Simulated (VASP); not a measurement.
# BP (F-43m) in VASP: vibrations by perturbation theory with PBEsol

Aim: the vibrations by perturbation theory of BP with PBEsol.

Program: VASP 6.6.1. These are calculated values, not measurements. Logs are shortened: lines on timing, memory, paths and dates and some standing lists are left out, and cuts for length are marked.

### Step 1. The cell of the first run

It takes space group F-43m (No. 216, cubic). The conventional cell has a = 4.520 Å, b = 4.520 Å, c = 4.520 Å, α = 90.00°, β = 90.00°, γ = 90.00°. B (site symmetry -43m) has 4 P at 1.96 Å within 2.6 Å. Within 2.6 Å of P (site symmetry -43m) lie 4 B at 1.96 Å.

### Step 2. Vibrations by perturbation theory, PBEsol

Input file INCAR:

```
SYSTEM = BP
ALGO = Normal ; EDIFF = 1E-8
ENCUT = 500 ; GGA = PS
GGA_COMPAT = .FALSE. ; IBRION = 8
ISIF = 2 ; ISMEAR = 0
LASPH = .TRUE. ; LCHARG = .FALSE.
LREAL = .FALSE. ; LWAVE = .FALSE.
NBANDS = 11 ; NELM = 120
NSW = 1 ; PREC = Accurate
SIGMA = 0.01
```

Input file KPOINTS:

```
k-points
0
G
  8 8 8
  0 0 0
```

Input file POSCAR:

```
BP
1.0
    0.0000000000      2.2601526829      2.2601526829
    2.2601526829      0.0000000000      2.2601526829
    2.2601526829      2.2601526829      0.0000000000
B P
1 1
Direct
    0.0000000000      0.0000000000      0.0000000000
    0.2500000000      0.2500000000      0.2500000000
```

Potentials or basis: VASP PAW PBE potentials, release 64 (B, P).

Started as:

```sh
> cat potpaw_PBE.64/B/POTCAR potpaw_PBE.64/P/POTCAR > POTCAR
> mpirun -np 1 vasp_std > vasp.out
```

OUTCAR:

```text
SYSTEM = BP
   EDIFF = 1E-8
   ENCUT = 500
   GGA = PS
   IBRION = 8
   ISIF = 2
   ISMEAR = 0
   LASPH = .TRUE.
   LREAL = .FALSE.
   NELM = 120
   NSW = 1
   PREC = Accurate

 ion  position               nearest neighbor table
   1  0.000  0.000  0.000-   2 1.96   2 1.96   2 1.96   2 1.96
   2  0.250  0.250  0.250-   1 1.96   1 1.96   1 1.96   1 1.96

  LATTYP: Found a face centered cubic cell.
 ALAT       =     4.5203053658

  Lattice vectors:

 A1 = (   0.0000000000,   2.2601526829,   2.2601526829)
 A2 = (   2.2601526829,   0.0000000000,   2.2601526829)
 A3 = (   2.2601526829,   2.2601526829,   0.0000000000)

Analysis of symmetry for initial positions (statically):
=====================================================================
 Subroutine PRICEL returns:
 Original cell was already a primitive cell.

 Routine SETGRP: Setting up the symmetry group for a
 face centered cubic supercell.

 Subroutine GETGRP returns: Found 24 space group operations
 (whereof 24 operations were pure point group operations)
 out of a pool of 48 trial point group operations.

The static configuration has the point symmetry T_d .

Analysis of symmetry for dynamics (positions and initial velocities):
=====================================================================
 Subroutine PRICEL returns:
 Original cell was already a primitive cell.

 Routine SETGRP: Setting up the symmetry group for a
 face centered cubic supercell.

 Subroutine GETGRP returns: Found 24 space group operations
 (whereof 24 operations were pure point group operations)
 out of a pool of 48 trial point group operations.

The dynamic configuration has the point symmetry T_d .

 Subroutine INISYM returns: Found 24 space group operations
 (whereof 24 operations are pure point group operations),
 and found     1 'primitive' translations

----------------------------------------------------------------------------------------

                                     Primitive cell

  volume of cell :      23.0910

  direct lattice vectors                    reciprocal lattice vectors
     0.000000000  2.260152683  2.260152683    -0.221223992  0.221223992  0.221223992
     2.260152683  0.000000000  2.260152683     0.221223992 -0.221223992  0.221223992
     2.260152683  2.260152683  0.000000000     0.221223992  0.221223992 -0.221223992

  length of vectors
     3.196338577  3.196338577  3.196338577     0.383171195  0.383171195  0.383171195

  position of ions in fractional coordinates (direct lattice)
     0.000000000  0.000000000  0.000000000
     0.250000000  0.250000000  0.250000000

  ion indices of the primitive-cell ions
   primitive index   ion index
                 1           1
                 2           2

----------------------------------------------------------------------------------------

 KPOINTS: k-points

Automatic generation of k-mesh.
 Grid dimensions read from file:
 generate k-points for:    8    8    8

 Generating k-lattice:

  Cartesian coordinates                     Fractional coordinates (reciprocal lattice)
    -0.027652999  0.027652999  0.027652999     0.125000000  0.000000000  0.000000000
     0.027652999 -0.027652999  0.027652999     0.000000000  0.125000000  0.000000000
     0.027652999  0.027652999 -0.027652999     0.000000000  0.000000000  0.125000000

  Length of vectors
     0.047896399  0.047896399  0.047896399

  Shift w.r.t. Gamma in fractional coordinates (k-lattice)
     0.000000000  0.000000000  0.000000000

 Subroutine IBZKPT returns following result:
 ===========================================

 Found     29 irreducible k-points:

 Following reciprocal coordinates:
            Coordinates               Weight
  0.000000  0.000000  0.000000      1.000000
  0.125000  0.000000  0.000000      8.000000
  0.250000  0.000000  0.000000      8.000000
  0.375000  0.000000  0.000000      8.000000
  0.500000  0.000000  0.000000      4.000000
  0.125000  0.125000  0.000000      6.000000
[... 16 lines left out ...]
  0.500000  0.250000  0.125000     48.000000
 -0.375000  0.250000  0.125000     24.000000
 [... further k-points ...]
   k-points           NKPTS =     29   k-points in BZ     NKDIM =     29   number of bands    NBANDS=     11
   number of dos      NEDOS =    301   number of ions     NIONS =      2
   total plane-waves  NPLWV =  13824
   dimension x,y,z NGX =    24 NGY =   24 NGZ =   24
   dimension x,y,z NGXF=    48 NGYF=   48 NGZF=   48
   ions per type =               1   1
   NGX,Y,Z   is equivalent  to a cutoff of  12.48, 12.48, 12.48 a.u.
   NGXF,Y,Z  is equivalent  to a cutoff of  24.97, 24.97, 24.97 a.u.
 SYSTEM =  BP
   PREC   = accura    normal or accurate (medium, high low for compatibility)
   ISTART =      0    job   : 0-new  1-cont  2-samecut
   ICHARG =      2    charge: 1-file 2-atom 10-const
   ISPIN  =      1    spin polarized calculation?
   LNONCOLLINEAR =      F non collinear calculations
   LSORBIT =      F    spin-orbit coupling
   LASPH  =      T    aspherical Exc in radial PAW
   ENCUT  =  500.0 eV  36.75 Ry    6.06 a.u.   5.83  5.83  5.83*2*pi/ulx,y,z
   NELM   =    120;   NELMIN=  2; NELMDL= -5     # of ELM steps
   EDIFF  = 0.1E-07   stopping-criterion for ELM
   LREAL  =      F    real-space projection
   EDIFFG = 0.1E-06   stopping-criterion for IOM
   NSW    =      1    number of steps for IOM
   IBRION =      8    ionic relax: 0-MD 1-quasi-New 2-CG
   NFREE  =      0    steps in history (QN), initial steepest desc. (CG)
   ISIF   =      2    stress and relaxation
   ISYM   =      2    0-nonsym 1-usesym 2-fastsym
   POTIM  = 0.5000    time-step for ionic-motion
   TEBEG  =    0.0;   TEEND  =   0.0 temperature during run
   PSTRESS=    0.0 pullay stress
   NELECT =       8.0000    total number of electrons
   NUPDOWN=      -1.0000    fix difference up-down
   EMIN   =  10.00;   EMAX   =-10.00  energy-range for DOS
   EFERMI =   0.00;   METHOD = LEGACY
   ISMEAR =     0;   SIGMA  =   0.01  broadening in eV -4-tet -1-fermi 0-gaus
   EFERMI_NEDOS =   21; number of points for ismear=-14 and -15
   IALGO  =     38    algorithm
   IMIX   =      4    mixing-type and parameters
     AMIX     =   0.40;   BMIX     =  1.00
     AMIX_MAG =   1.60;   BMIX_MAG =  1.00
  volume/ion in A,a.u.               =      11.55        77.91
  Fermi-wavevector in a.u.,A,eV,Ry     =   1.149804  2.172814 17.987564  1.322049
  Thomas-Fermi vector in A             =   2.286471
   LORBIT       =      0    0 simple, 1 ext, 2 COOP (PROOUT), +10 PAW based schemes
   GGA     = PS    functional components
   LHFCALC =     F    Hartree Fock is set to
   AEXX    =    0.0000 exact exchange contribution
   IVDW    =     0    specifies the selected vdW correction
   LEPSILON=     F    determine dielectric tensor
   LRPA    =     F    only Hartree local field effects (RPA)
 non-spin polarized calculation
 Gauss-broadening in eV      SIGMA  =   0.01
  energy-cutoff  :      500.00
  volume of cell :       23.09
 maximum number of plane-waves:       604
   NGX = 11   NGY = 11   NGZ = 11

--------------------------------------- Ionic step        1  -------------------------------------------

 number of electron       8.0000001 magnetization

 Free energy of the ion-electron system (eV)
  ---------------------------------------------------
  ext. energy  EPLUGINS =         0.00000000
  ---------------------------------------------------
  free energy    TOTEN  =       -13.67126210 eV

  energy without entropy =      -13.67126210  energy(sigma->0) =      -13.67126210

 E-fermi :   7.6543     XC(G=0): -11.0948

 val. band max:        7.5457949819   @ k =   0.0000   0.0000   0.0000
 cond. band min:       8.6948163418   @ k =   0.3750   0.3750   0.0000
 fundamental gap:      1.1490213599
 Fermi energy:         7.6543153054

 k-point     1 :       0.0000    0.0000    0.0000
  band No.  band energies     occupation
      1      -8.0579      2.00000
      2       7.5458      2.00000
      3       7.5458      2.00000
      4       7.5458      2.00000
      5      10.9194      0.00000
      6      10.9194      0.00000
      7      10.9194      0.00000
      8      15.0663      0.00000
      9      18.8684      0.00000
     10      19.7012      0.00000
     11      19.7012      0.00000
[... 309 lines left out ...]
 k-point    24 :      -0.3750    0.2500    0.1250
  band No.  band energies     occupation
      1      -3.9952      2.00000
      2      -1.0263      2.00000
      3       2.9499      2.00000
      4       4.3614      2.00000
      5      11.6451      0.00000
      6      12.7193      0.00000
      7      15.8954      0.00000
      8      17.3404      0.00000
      9      17.9567      0.00000
     10      21.9966      0.00000
     11      24.3033      0.00000

 [... further k-points ...]

------------------------ aborting loop because EDIFF is reached ----------------------------------------

  FORCE on cell =-STRESS in cart. coord.  units (eV):
  Direction    XX          YY          ZZ          XY          YZ          ZX
  --------------------------------------------------------------------------------------
  -------------------------------------------------------------------------------------
  Total        0.0163870      0.0163870      0.0163870      0.0000000      0.0000000     -0.0000000
  in kB        1.1370129      1.1370129      1.1370129      0.0000000      0.0000000     -0.0000000
  external PRESSURE =       1.1370129 kB  Pullay stress =       0.0000000 kB

 VOLUME and BASIS-vectors are now :
 -----------------------------------------------------------------------------
  energy-cutoff  :      500.00
  volume of cell :       23.09
      direct lattice vectors                 reciprocal lattice vectors
     0.000000000  2.260152683  2.260152683    -0.221223992  0.221223992  0.221223992
     2.260152683  0.000000000  2.260152683     0.221223992 -0.221223992  0.221223992
     2.260152683  2.260152683  0.000000000     0.221223992  0.221223992 -0.221223992

 POSITION                                       TOTAL-FORCE (eV/Angst)
 -----------------------------------------------------------------------------------
      0.00000      0.00000      0.00000        -0.000000     -0.000000     -0.000000
      1.13008      1.13008      1.13008         0.000000      0.000000      0.000000
 -----------------------------------------------------------------------------------
    total drift:                                0.000000      0.000000      0.000000

  FREE ENERGIE OF THE ION-ELECTRON SYSTEM (eV)
  ---------------------------------------------------
  free  energy   TOTEN  =       -13.6712621005 eV

  energy  without entropy=      -13.6712621005  energy(sigma->0) =      -13.67126210

[... ionic steps 2 to 3 ...]

--------------------------------------- Ionic step        4  -------------------------------------------

------------------------ aborting loop because EDIFF is reached ----------------------------------------

[... ionic steps 5 to 6 ...]

--------------------------------------- Ionic step        7  -------------------------------------------

 Free energy of the ion-electron system (eV)
  ---------------------------------------------------
  ---------------------------------------------------
  free energy    TOTEN  =        -0.04071622 eV

  energy without entropy =       -0.04071622

------------------------ aborting loop because EDIFF is reached ----------------------------------------

 INTERNAL STRAIN TENSOR  FOR ION    2  DIRECTION 1   (eV/Angst):
 -----------------------------------------------------------------------------
     0.00642  0.00000  0.00000
     0.00000  0.00006 -7.45444
     0.00000 -7.45444  0.00006

 INTERNAL STRAIN TENSOR FOR ION    2 for displacements in x,y,z  (eV/Angst):
          X           Y           Z          XY          YZ          ZX
  --------------------------------------------------------------------------------
  x     0.00000     0.00000     0.00000     0.00000    -7.45444     0.00000
  y     0.00000     0.00000     0.00000     0.00000     0.00000    -7.45444
  z     0.00000     0.00000     0.00000    -7.45444     0.00000     0.00000

 SECOND DERIVATIVES (NOT SYMMETRIZED)
 ------------------------------------
               1X          1Y          1Z          2X          2Y          2Z
  1X   -19.380121    0.000000    0.000000   19.380121    0.000000    0.000000
  1Y     0.000000  -19.380121    0.000000    0.000000   19.380121    0.000000
  1Z     0.000000    0.000000  -19.380121    0.000000    0.000000   19.380121
  2X    19.385380    0.000000    0.000000  -19.385380    0.000000    0.000000
  2Y     0.000000   19.385380    0.000000    0.000000  -19.385380    0.000000
  2Z     0.000000    0.000000   19.385380    0.000000    0.000000  -19.385380

 Eigenvectors and eigenvalues of the dynamical matrix
 ----------------------------------------------------

   1 f  =   24.312120 THz   152.757557 2PiTHz  810.965043 cm-1   100.546806 meV
             X         Y         Z           dx          dy          dz
      0.000000  0.000000  0.000000     0.860941   -0.000000    0.000000
      1.130076  1.130076  1.130076    -0.508705    0.000000    0.000000
[... 21 lines left out ...]
   6 f/i=    0.001445 THz     0.009076 2PiTHz    0.048185 cm-1     0.005974 meV
             X         Y         Z           dx          dy          dz
      0.000000  0.000000  0.000000    -0.050645    0.505639    0.023360
      1.130076  1.130076  1.130076    -0.085712    0.855751    0.039536

--------------------------------------------------------------------------------------------------------

 ELASTIC MODULI CONTR FROM IONIC RELAXATION (kBar)
 Direction    XX          YY          ZZ          XY          YZ          ZX
 --------------------------------------------------------------------------------
 XX          -0.0000      0.0000     -0.0000      0.0000      0.0000      0.0000
 YY           0.0000     -0.0000      0.0000     -0.0000     -0.0000      0.0000
 ZZ          -0.0000      0.0000     -0.0000      0.0000      0.0000     -0.0000
 XY           0.0000     -0.0000      0.0000   -210.4886     -0.0000      0.0000
 YZ           0.0000     -0.0000      0.0000     -0.0000   -210.4886     -0.0000
 ZX           0.0000      0.0000     -0.0000      0.0000     -0.0000   -210.4886
 --------------------------------------------------------------------------------
```

It took 36 s on 1 thread of AMD EPYC 9R45 (Zen 5), shared host; peak memory 0.15 GiB.

What came out:

| Quantity | Value |
| --- | --- |
| Highest phonon frequency at Γ, LO-TO splitting left out | 811 cm⁻¹ |

Phonon frequencies in cm⁻¹ (negative: imaginary):
```csv
q point,frequencies
"(0.000, 0.000, 0.000)",0 0 0 811 811 811
```

Caveat: the PAW data sets were made with another functional, which shifts forces and pressure a little.
